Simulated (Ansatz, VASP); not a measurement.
**SrO: VASP beside Ansatz**

Contents of INCAR:

```
SYSTEM = SrO
  ALGO = Normal
  EDIFF = 1E-6
  EDIFFG = -0.04
  ENCUT = 600
  GGA = PE
  IBRION = 2
  ISIF = 3
  ISMEAR = 0
  LASPH = .TRUE.
  LCHARG = .FALSE.
  LREAL = .FALSE.
  LWAVE = .FALSE.
  NELM = 60
  NSW = 90
  PREC = Accurate
  SIGMA = 0.1
```

KPOINTS

```
k-points
0
G
  6 6 2
  0 0 0
```

POSCAR

```
SrO
1.0
    3.2368138900      0.0000000000      0.0000000000
   -1.6184069400      2.8031630500      0.0000000000
    0.0000000000      0.0000000000      7.8378640900
Sr O
2 2
Direct
    0.0000000000      0.0000000000      0.7992355400
    0.0000000000      0.0000000000      0.2007644600
    0.3333333300      0.6666666700      0.0000000000
    0.6666666700      0.3333333300      0.0000000000
```

Input for Ansatz:

```yaml
crystal:
  lattice:
    - [3.23681389, 0.0, 0.0]
    - [-1.61840694, 2.80316305, 0.0]
    - [0.0, 0.0, 7.83786409]
  atoms:
    - { symbol: Sr, position: [0.0, 0.0, 0.79923554] }
    - { symbol: Sr, position: [0.0, 0.0, 0.20076446] }
    - { symbol: O, position: [0.33333333, 0.66666667, 0.0] }
    - { symbol: O, position: [0.66666667, 0.33333333, 0.0] }
basis:
  ecutwfc: 420
kpoints:
  mp_grid: { grid: [6, 6, 2] }
hamiltonian:
  xc: pbe
scf:
  occupations: { method: gaussian, width: 0.1 }
  lower_state_search: "off"
output:
  forces: true
  stress: true
  eigenvalues: true
relax:
  adjacent_minimum: "off"
  f_tol: 0.04
  max_steps: 70
  cell: { stress_tol: 0.4 }
```

Alike in both runs: task relaxation of cell and atoms; functional PBE; k mesh 6 × 6 × 2; occupations gaussian, width 0.1 eV; no spin polarisation.

```csv
,VASP,Ansatz
version,VASP 6.6.1,Ansatz 0.2.0
potentials or method,"VASP PAW PBE potentials, release 64 (Sr_sv, O), cutoff 600 eV","scalar-relativistic, plane waves, PAW"
valence electrons in the cell,32,32
```

Ansatz gave:

| Item | Value |
| --- | --- |
| gap on the k mesh at the Fermi level, each at its own relaxed structure (eV) | none |
| relaxed volume (Å³/atom) | 24.41 |
| relaxed cell length with the largest relative difference (Å) | 3.941 |

**Question.** Which values does VASP return?

**Answer.** gap on the k mesh at the Fermi level, each at its own relaxed structure (eV): none; relaxed volume (Å³/atom): 24.06; relaxed cell length with the largest relative difference (Å): 3.920.

A gap of «none» marks a metal or a gap that the smearing closes.

The k mesh is coarse, so the values compare programs but aren't converged. Noted on VASP's run: the volume moved by over 15 % at a fixed basis, so the end points are rough.
